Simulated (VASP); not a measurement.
Wanted: the native input for a VASP 6.6.1 run.

```
Task                   : single point
Functional             : PBE
Potentials or basis    : VASP PAW PBE potentials, release 64 (Ca_sv, O)
Cutoff                 : 520 eV
k mesh                 : 10 × 10 × 10
Occupations            : gaussian, width 0.017 eV
Spin                   : no spin polarisation
Dipole correction      : no
Further INCAR settings : ALGO = Normal; EDIFF = 1e-06; NBANDS = 15
```

The structure of CaO lies in POSCAR:

```
CaO
1.0
    0.0000000000      2.4035556960      2.4035556960
    2.4035556960      0.0000000000      2.4035556960
    2.4035556960      2.4035556960      0.0000000000
Ca O
1 1
Direct
    0.0000000000      0.0000000000      0.0000000000
    0.5000000000      0.5000000000      0.5000000000
```

These files were run (other wordings do the same):

INCAR

```
PREC = Accurate ; ENCUT = 520
EDIFF = 1E-6 ; ISMEAR = 0
SIGMA = 0.017 ; LREAL = False
LASPH = True ; NELM = 80
ALGO = Normal ; ISIF = 2
LWAVE = False ; LCHARG = True
GGA = PE ; LELF = True
LVHAR = True ; NBANDS = 15
```

KPOINTS

```
Automatic mesh
0
Gamma
  10 10 10
```

Potentials or basis: VASP PAW PBE potentials, release 64 (Ca_sv, O).

The run is started by

```sh
$ cat potpaw_PBE.64/Ca_sv/POTCAR potpaw_PBE.64/O/POTCAR > POTCAR
$ mpirun -np 1 vasp_std > vasp.out
```

Results of the run:

* Pressure: 2.2 GPa
* Band gap on the k mesh: 3.64 eV, indirect (least direct gap 4.01 eV)

Wall time 34 s on 1 thread of Intel Xeon 8259CL, on a shared host, peak memory 0.17 GiB.
